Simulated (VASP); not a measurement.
SrO:

```
CELL_PARAMETERS angstrom
0.00000 2.79228 2.79228
2.79228 0.00000 2.79228
2.79228 2.79228 0.00000
ATOMIC_POSITIONS crystal
Sr 0.00000 0.00000 0.00000
O 0.25000 0.25000 0.25000
```

Base run:

- Program: VASP 6.6.1
- Functional: PBE
- Potentials or basis: VASP PAW PBE potentials, release 64 (Sr_sv, O)
- Cutoff: 520 eV
- k mesh: 8 × 8 × 8
- Occupations: gaussian, width 0.01 eV
- Spin: no spin polarisation

Its results: band gap on the k mesh 2.52 eV, indirect (least direct gap 3.37 eV); pressure 1.4 GPa.

**Question.** The run is repeated on the same cell with these changes: functional from PBE to r2SCAN; k mesh from 8 × 8 × 8 to 6 × 6 × 6. What comes out?

**Answer.** Band gap on the k mesh 2.91 eV, indirect (least direct gap 3.75 eV); pressure 0.5 GPa.

Several settings changed at once, so the effect can't be laid on one alone.

Caveats: the PAW data sets were made with another functional, which shifts forces and pressure a little (some runs).

A k mesh can miss the band edges.
